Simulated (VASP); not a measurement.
# Os (P6_3/mmc) in VASP: further runs

Runs on Os. Level: PBEsol. Tasks: single point.

Program: VASP 6.6.1. These are calculated values, not measurements. Logs are shortened: lines on timing, memory, paths and dates and some standing lists are left out, and cuts for length are marked.

## 1. The cell of the first run

Symmetry: P6_3/mmc, No. 194, hexagonal system. Conventional cell: a = 2.752 Å, b = 2.752 Å, c = 4.348 Å, α = 90.00°, β = 90.00°, γ = 120.00°. Os (site symmetry -6m2) has 12 Os at 2.69 to 2.75 Å within 3.6 Å.

## 2. Single point, PBEsol

Contents of INCAR:

```
PREC = Accurate ; ENCUT = 520
EDIFF = 1E-7 ; ISMEAR = -1
SIGMA = 0.05 ; LREAL = F
LASPH = T ; NELM = 60
ALGO = Normal ; ISIF = 2
LWAVE = F ; LCHARG = F
GGA = PS ; NBANDS = 15
```

Contents of KPOINTS:

```
Automatic mesh
0
Gamma
  11 11 6
```

Contents of POSCAR:

```
Os
1.0
    2.7522071502      0.0000000000      0.0000000000
   -1.3761035751      2.3834813086      0.0000000000
    0.0000000000      0.0000000000      4.3483081185
Os
2
Direct
    0.6666666667      0.3333333333      0.7500000000
    0.3333333333      0.6666666667      0.2500000000
```

Potentials or basis: VASP PAW PBE potentials, release 64 (Os).

Started as:

```console
$ cat potpaw_PBE.64/Os/POTCAR > POTCAR
$ mpirun -np 1 vasp_std > vasp.out
```

OUTCAR:

```text
PREC = Accurate
   ENCUT = 520
   EDIFF = 1E-7
   ISMEAR = -1
   LREAL = F
   LASPH = T
   NELM = 60
   ISIF = 2
   GGA = PS

 ion  position               nearest neighbor table
   1  0.667  0.333  0.750-   2 2.69   2 2.69   2 2.69   2 2.69   2 2.69   2 2.69
   2  0.333  0.667  0.250-   1 2.69   1 2.69   1 2.69   1 2.69   1 2.69   1 2.69

  LATTYP: Found a hexagonal cell.
 ALAT       =     2.7522071502
 C/A-ratio  =     1.5799348963

  Lattice vectors:

 A1 = (   2.7522071502,   0.0000000000,   0.0000000000)
 A2 = (  -1.3761035751,   2.3834813086,   0.0000000000)
 A3 = (   0.0000000000,   0.0000000000,   4.3483081185)

Analysis of symmetry for initial positions (statically):
=====================================================================
 Subroutine PRICEL returns:
 Original cell was already a primitive cell.

 Routine SETGRP: Setting up the symmetry group for a
 hexagonal supercell.

 Subroutine GETGRP returns: Found 24 space group operations
 (whereof 12 operations were pure point group operations)
 out of a pool of 24 trial point group operations.

The static configuration has the point symmetry D_3d.
 The point group associated with its full space group is D_6h.

Analysis of symmetry for dynamics (positions and initial velocities):
=====================================================================
 Subroutine PRICEL returns:
 Original cell was already a primitive cell.

 Routine SETGRP: Setting up the symmetry group for a
 hexagonal supercell.

 Subroutine GETGRP returns: Found 24 space group operations
 (whereof 12 operations were pure point group operations)
 out of a pool of 24 trial point group operations.

The dynamic configuration has the point symmetry D_3d.
 The point group associated with its full space group is D_6h.

 Subroutine INISYM returns: Found 24 space group operations
 (whereof 12 operations are pure point group operations),
 and found     1 'primitive' translations

----------------------------------------------------------------------------------------

                                     Primitive cell

  volume of cell :      28.5242

  direct lattice vectors                    reciprocal lattice vectors
     2.752207150  0.000000000  0.000000000     0.363344743  0.209777185  0.000000000
    -1.376103575  2.383481309  0.000000000     0.000000000  0.419554370  0.000000000
     0.000000000  0.000000000  4.348308119     0.000000000  0.000000000  0.229974503

  length of vectors
     2.752207150  2.752207150  4.348308119     0.419554370  0.419554370  0.229974503

  position of ions in fractional coordinates (direct lattice)
     0.666666667  0.333333333  0.750000000
     0.333333333  0.666666667  0.250000000

  ion indices of the primitive-cell ions
   primitive index   ion index
                 1           1
                 2           2

----------------------------------------------------------------------------------------

 KPOINTS: Automatic mesh

Automatic generation of k-mesh.
 Grid dimensions read from file:
 generate k-points for:   11   11    6

 Generating k-lattice:

  Cartesian coordinates                     Fractional coordinates (reciprocal lattice)
     0.033031340  0.019070653  0.000000000     0.090909091  0.000000000  0.000000000
     0.000000000  0.038141306  0.000000000     0.000000000  0.090909091  0.000000000
     0.000000000  0.000000000  0.038329084     0.000000000  0.000000000  0.166666667

  Length of vectors
     0.038141306  0.038141306  0.038329084

  Shift w.r.t. Gamma in fractional coordinates (k-lattice)
     0.000000000  0.000000000  0.000000000

 Subroutine IBZKPT returns following result:
 ===========================================

 Found     64 irreducible k-points:

 Following reciprocal coordinates:
            Coordinates               Weight
  0.000000  0.000000  0.000000      1.000000
  0.090909 -0.000000  0.000000      6.000000
  0.181818 -0.000000  0.000000      6.000000
  0.272727  0.000000  0.000000      6.000000
  0.363636 -0.000000  0.000000      6.000000
  0.454545 -0.000000  0.000000      6.000000
[... 16 lines left out ...]
  0.090909  0.090909  0.166667     12.000000
  0.181818  0.090909  0.166667     24.000000
 [... further k-points ...]
   k-points           NKPTS =     64   k-points in BZ     NKDIM =     64   number of bands    NBANDS=     15
   number of dos      NEDOS =    301   number of ions     NIONS =      2
   total plane-waves  NPLWV =  12800
   dimension x,y,z NGX =    20 NGY =   20 NGZ =   32
   dimension x,y,z NGXF=    40 NGYF=   40 NGZF=   64
   ions per type =               2
   NGX,Y,Z   is equivalent  to a cutoff of  12.08, 12.08, 12.23 a.u.
   NGXF,Y,Z  is equivalent  to a cutoff of  24.16, 24.16, 24.47 a.u.
 SYSTEM =  unknown system
   PREC   = accura    normal or accurate (medium, high low for compatibility)
   ISTART =      0    job   : 0-new  1-cont  2-samecut
   ICHARG =      2    charge: 1-file 2-atom 10-const
   ISPIN  =      1    spin polarized calculation?
   LNONCOLLINEAR =      F non collinear calculations
   LSORBIT =      F    spin-orbit coupling
   LASPH  =      T    aspherical Exc in radial PAW
   ENCUT  =  520.0 eV  38.22 Ry    6.18 a.u.   5.12  5.12  8.08*2*pi/ulx,y,z
   NELM   =     60;   NELMIN=  2; NELMDL= -5     # of ELM steps
   EDIFF  = 0.1E-06   stopping-criterion for ELM
   LREAL  =      F    real-space projection
   EDIFFG = 0.1E-05   stopping-criterion for IOM
   NSW    =      0    number of steps for IOM
   IBRION =     -1    ionic relax: 0-MD 1-quasi-New 2-CG
   NFREE  =      0    steps in history (QN), initial steepest desc. (CG)
   ISIF   =      2    stress and relaxation
   ISYM   =      2    0-nonsym 1-usesym 2-fastsym
   POTIM  = 0.5000    time-step for ionic-motion
   TEBEG  =    0.0;   TEEND  =   0.0 temperature during run
   PSTRESS=    0.0 pullay stress
   NELECT =      16.0000    total number of electrons
   NUPDOWN=      -1.0000    fix difference up-down
   EMIN   =  10.00;   EMAX   =-10.00  energy-range for DOS
   EFERMI =   0.00;   METHOD = LEGACY
   ISMEAR =    -1;   SIGMA  =   0.05  broadening in eV -4-tet -1-fermi 0-gaus
   EFERMI_NEDOS =   21; number of points for ismear=-14 and -15
   IALGO  =     38    algorithm
   IMIX   =      4    mixing-type and parameters
     AMIX     =   0.40;   BMIX     =  1.00
     AMIX_MAG =   1.60;   BMIX_MAG =  1.00
  volume/ion in A,a.u.               =      14.26        96.25
  Fermi-wavevector in a.u.,A,eV,Ry     =   1.350135  2.551385 24.801566  1.822864
  Thomas-Fermi vector in A             =   2.477664
   LORBIT       =      0    0 simple, 1 ext, 2 COOP (PROOUT), +10 PAW based schemes
   GGA     = PS    functional components
   LHFCALC =     F    Hartree Fock is set to
   AEXX    =    0.0000 exact exchange contribution
   IVDW    =     0    specifies the selected vdW correction
   LEPSILON=     F    determine dielectric tensor
   LRPA    =     F    only Hartree local field effects (RPA)
 non-spin polarized calculation
  energy-cutoff  :      520.00
  volume of cell :       28.52
 maximum number of plane-waves:       780
   NGX = 11   NGY = 11   NGZ = 17

 number of electron      15.9999999 magnetization

 Free energy of the ion-electron system (eV)
  ---------------------------------------------------
  ext. energy  EPLUGINS =         0.00000000
  ---------------------------------------------------
  free energy    TOTEN  =       -24.45295740 eV

  energy without entropy =      -24.43936368  energy(sigma->0) =      -24.44616054

 E-fermi :   8.9675     XC(G=0): -14.0429

 val. band max:        8.9450698810   @ k =   0.3636  -0.0000   0.3333
 cond. band min:       9.0070824005   @ k =   0.0000   0.0000   0.0000
 fundamental gap:      0.0620125195
 Fermi energy:         8.9675243296

 k-point     1 :       0.0000    0.0000    0.0000
  band No.  band energies     occupation
      1      -1.8039      2.00000
      2       1.3753      2.00000
      3       6.0390      2.00000
      4       6.0390      2.00000
      5       6.2792      2.00000
      6       6.8580      2.00000
      7       6.8580      2.00000
      8       7.4911      2.00000
      9       7.4911      2.00000
     10       9.0071      0.62384
     11      10.6577      0.00000
     12      10.6577      0.00000
     13      17.8234      0.00000
     14      23.0570      0.00000
     15      25.7588      0.00000

 k-point     2 :       0.0909   -0.0000    0.0000
  band No.  band energies     occupation
      1      -1.4786      2.00000
      2       1.6616      2.00000
      3       5.4998      2.00000
      4       6.3259      2.00000
      5       6.6309      2.00000
      6       6.7831      2.00000
      7       7.0250      2.00000
      8       7.1252      2.00000
      9       7.2678      2.00000
     10       7.9807      2.00000
     11      10.8097      0.00000
     12      12.2427      0.00000
     13      17.7893      0.00000
     14      23.7082      0.00000
     15      26.1698      0.00000

 k-point     3 :       0.1818   -0.0000    0.0000
  band No.  band energies     occupation
      1      -0.5773      2.00000
      2       2.3353      2.00000
      3       4.8688      2.00000
      4       5.5839      2.00000
      5       6.2228      2.00000
      6       6.7637      2.00000
      7       7.1558      2.00000
      8       7.4068      2.00000
      9       7.5022      2.00000
     10       7.8915      2.00000
     11      11.1186      0.00000
     12      14.5789      0.00000
     13      17.6105      0.00000
     14      24.6198      0.00000
     15      26.3556      0.00000
[... 343 lines left out ...]
 k-point    23 :       0.0909    0.0909    0.1667
  band No.  band energies     occupation
      1      -0.5581      2.00000
      2       2.2414      2.00000
      3       5.0112      2.00000
      4       5.3666      2.00000
      5       6.1418      2.00000
      6       6.4868      2.00000
      7       6.9323      2.00000
      8       7.2834      2.00000
      9       7.9691      2.00000
     10       8.0402      2.00000
     11      10.9241      0.00000
     12      12.9124      0.00000
     13      19.3071      0.00000
     14      24.2426      0.00000
     15      26.3029      0.00000

 k-point    24 :       0.1818    0.0909    0.1667
  band No.  band energies     occupation
      1       0.4647      2.00000
      2       2.9557      2.00000
      3       4.3417      2.00000
      4       4.5670      2.00000
      5       5.7968      2.00000
      6       6.3967      2.00000
      7       6.9512      2.00000
      8       7.8862      2.00000
      9       8.4807      1.99988
     10       8.8481      1.83189
     11      11.0783      0.00000
     12      14.3994      0.00000
     13      19.3192      0.00000
     14      23.8860      0.00000
     15      25.0053      0.00000

 [... further k-points ...]
[... 5 lines left out ...]
  --------------------------------------------------------------------------------------
  -------------------------------------------------------------------------------------
  Total       -1.8109230     -1.8109230     -1.9252210     -0.0000000     -0.0000000      0.0000000
  in kB     -101.7178989   -101.7178989   -108.1379171     -0.0000000     -0.0000000      0.0000000
  external PRESSURE =    -103.8579050 kB  Pullay stress =       0.0000000 kB

 VOLUME and BASIS-vectors are now :
 -----------------------------------------------------------------------------
  energy-cutoff  :      520.00
  volume of cell :       28.52
      direct lattice vectors                 reciprocal lattice vectors
     2.752207150  0.000000000  0.000000000     0.363344743  0.209777185  0.000000000
    -1.376103575  2.383481309  0.000000000     0.000000000  0.419554370  0.000000000
     0.000000000  0.000000000  4.348308119     0.000000000  0.000000000  0.229974503

 POSITION                                       TOTAL-FORCE (eV/Angst)
 -----------------------------------------------------------------------------------
      1.37610      0.79449      3.26123        -0.000000      0.000000      0.000000
     -0.00000      1.58899      1.08708         0.000000     -0.000000      0.000000
 -----------------------------------------------------------------------------------
    total drift:                                0.000000     -0.000000     -0.000000

  FREE ENERGIE OF THE ION-ELECTRON SYSTEM (eV)
  ---------------------------------------------------
  free  energy   TOTEN  =       -24.4529574041 eV

  energy  without entropy=      -24.4393636801  energy(sigma->0) =      -24.44616054
```

Wall time 9.3 s (1 thread of Intel Xeon 6975P-C (Granite Rapids), shared host); peak memory 0.14 GiB.

Results:

- Free energy: -24.4530 eV
- Pressure: -10.4 GPa
- Band gap on the k mesh: zero (band 8 reaches 11.04 eV, above the bottom of band 9 at 7.27 eV)

Stress tensor (GPa, compression positive):
```
-10.17   0.00   0.00
  0.00 -10.17   0.00
  0.00   0.00 -10.81
```

Levels at points of the mesh, in eV from the Fermi level:
```tsv
k point	band 6	band 7	band 8	band 9	band 10	band 11
(0.00, 0.00, 0.00)	-2.11	-2.11	-1.48	-1.48	0.04	1.69
(0.00, 0.00, 0.50)	-3.12	-3.12	-3.12	0.91	0.91	0.91
```

Caveat: the PAW data sets were made with another functional, which shifts forces and pressure a little; spin-orbit coupling is left out, which moves the levels of the heavy elements.

## 3. Single point, PBEsol

This run uses another cell than the first one, of 14.54 Å³/atom, 1.020 times its volume.

Contents of INCAR:

```
PREC = Accurate
ENCUT = 520
EDIFF = 1E-6
ISMEAR = -1
SIGMA = 0.05
LREAL = False
LASPH = True
NELM = 100
ALGO = Normal
ISIF = 2
LWAVE = False
LCHARG = True
GGA = PS
LELF = True
LVHAR = True
NBANDS = 15
```

Contents of KPOINTS:

```
regular mesh
0
Gamma
  11 11 6
```

Contents of POSCAR:

```
Os
1.0
    2.7700791260      0.0000000000      0.0000000000
   -1.3850395630      2.3989588936      0.0000000000
    0.0000000000      0.0000000000      4.3765446767
Os
2
Direct
    0.6666666667      0.3333333333      0.7500000000
    0.3333333333      0.6666666667      0.2500000000
```

Potentials or basis: VASP PAW PBE potentials, release 64 (Os).

Started as:

```console
$ cat potpaw_PBE.64/Os/POTCAR > POTCAR
$ mpirun -np 1 vasp_std > vasp.out
```

It took 9.8 s on 1 thread of Intel Xeon 6975P-C (Granite Rapids), shared host; peak memory 0.16 GiB.

Results (log left out):

```
Free energy            : -24.4043 eV
Pressure               : -17.6 GPa
Band gap on the k mesh : zero (band 8 reaches 10.69 eV, above the bottom of band 9 at 7.03 eV)
```

Stress tensor (GPa, compression positive):
```
-17.22   0.00   0.00
  0.00 -17.22   0.00
  0.00   0.00 -18.37
```

Levels at points of the mesh, in eV from the Fermi level:
```csv
k point,band 6,band 7,band 8,band 9,band 10,band 11
"(0.00, 0.00, 0.00)",-2.05,-2.05,-1.44,-1.44,0.04,1.64
"(0.00, 0.00, 0.50)",-3.03,-3.03,-3.03,0.88,0.88,0.88
```

Caveat: the PAW data sets were made with another functional, which shifts forces and pressure a little; spin-orbit coupling is left out, which moves the levels of the heavy elements.
